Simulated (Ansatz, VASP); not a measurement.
# One calculation of AgI, two programs

```xyz
2
Lattice="-2.3884 2.3884 3.3820 2.3884 -2.3884 3.3820 2.3884 2.3884 -3.3820" Properties=species:S:1:pos:R:3 pbc="T T T"
Ag    2.3884    0.0000    1.6910
I     0.0000    0.0000    0.0000
```

Alike in both runs: task single point; functional PBE; k mesh 6 × 6 × 6; no spin polarisation.

```csv
,VASP,Ansatz
version,VASP 6.6.1,Ansatz 0.2.0
potentials or method,"VASP PAW PBE potentials, release 64 (Ag, I)","plane waves, PAW"
plane-wave cutoff (eV),500,420
occupations,"gaussian, width 0.01 eV",fixed
valence electrons in the cell,18,36
```

|  | VASP | Ansatz | Ansatz less VASP |
| --- | --- | --- | --- |
| gap on the k mesh at the Fermi level (eV) | 1.35 | 1.35 | -0.002 |
| pressure (GPa) | -1.3 | -1.3 | +0.03 |

VASP's potentials hold 18 valence electrons a cell and Ansatz's 36, so a difference there can come from the potentials and not from the codes.

Spin-orbit coupling is off throughout.
